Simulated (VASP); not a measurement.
The system is As.

```
CELL_PARAMETERS angstrom
3.56523 0.00000 0.00000
-1.78262 3.08758 0.00000
0.00000 0.00000 5.94047
ATOMIC_POSITIONS crystal
As 0.00000 0.00000 0.80256
As 0.00000 0.00000 0.19744
As 0.33333 0.66667 0.61461
As 0.66667 0.33333 0.38539
```

The cell was built from a structure type or drawn by symmetry, and may not be a known phase.

```yaml
Program: VASP 6.6.1
Task: relaxation of cell and atoms
Functional: PBE
Potentials_or_basis: VASP PAW PBE potentials, release 64 (As)
Cutoff: 600 eV
k_mesh: 6 × 6 × 4
Occupations: gaussian, width 0.1 eV
Spin: no spin polarisation
```

At the start: pressure 52.0 GPa; volume 16.35 Å³/atom.

How do energy, volume and symmetry change on relaxing?

Over 17 steps the energy falls by 1055.3 meV/atom and the volume is 28.66 Å³/atom (+75.3 %); space group P-3m1 (No. 164, to 0.1 Å) before and after.

Step by step:
| step | energy change (eV) | largest force (eV/Å) | pressure (GPa) | volume (Å³) |
| --- | --- | --- | --- | --- |
| 1 | 0.0000 | 2.0412 | 51.99 | 65.39 |
| 2 | -2.0237 | 0.9093 | -10.28 | 129.54 |
| 3 | -3.5523 | 0.8136 | -0.07 | 95.23 |
| 4 | -3.5527 | 0.8081 | 0.40 | 94.56 |
| 5 | -3.6484 | 0.5830 | -0.05 | 95.45 |
| 6 | -3.8587 | 0.2418 | 0.80 | 97.98 |
| 7 | -3.0399 | 2.5302 | 6.83 | 102.47 |
| 8 | -3.8353 | 0.6694 | 1.55 | 98.42 |
| 9 | -3.8876 | 0.7831 | 0.94 | 100.16 |
| 10 | -3.9676 | 1.0269 | 0.03 | 105.19 |
| 11 | -3.9560 | 1.4059 | 0.67 | 114.40 |
| 12 | -4.1538 | 0.2431 | -1.70 | 119.09 |
| 13 | -4.1599 | 0.0931 | -2.14 | 119.94 |
| 14 | -4.2163 | 0.1496 | -0.77 | 116.04 |
| 15 | -4.2189 | 0.1712 | -0.39 | 115.10 |
| 16 | -4.2205 | 0.0848 | 0.26 | 114.41 |
| 17 | -4.2212 | 0.0098 | 0.03 | 114.65 |

Final structure:
```xyz
4
Lattice="3.6640 0.0000 0.0000 -1.8320 3.1732 0.0000 0.0000 0.0000 9.8612" Properties=species:S:1:pos:R:3 pbc="T T T"
As    0.0000    0.0000    7.8104
As    0.0000    0.0000    2.0508
As    0.0000    2.1154    6.4383
As    1.8320    1.0577    3.4229
```

Caveat: the volume moved by over 15 % at a fixed basis, so the end points are rough; this functional lacks dispersion, which binds the layers, so the pressure and a relaxed spacing across them are unreliable.
